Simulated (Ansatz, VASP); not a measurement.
**KCl: VASP beside Ansatz**

```
K Cl
1.0
     0.00000    3.50728    3.50728
     3.50728    0.00000    3.50728
     3.50728    3.50728    0.00000
K Cl
1 1
Direct
  0.00000 0.00000 0.00000
  0.25000 0.25000 0.25000
```

Alike in both runs: task single point; functional r2SCAN; k mesh 4 × 4 × 4; occupations fermi-dirac, width 0.001 eV; no spin polarisation.

```csv
,VASP,Ansatz
version,VASP 6.6.1,Ansatz 0.2.0
potentials or method,"VASP PAW PBE potentials, release 64 (K_sv, Cl)",plane waves
plane-wave cutoff (eV),520,500
valence electrons in the cell,16,16
```

```csv
,VASP,Ansatz,Ansatz less VASP
gap on the k mesh at the Fermi level (eV),5.35,5.35,-0.002
pressure (GPa),0.0,0.0,+0.02
```

VASP's potentials were made for PBE, not for r2SCAN.
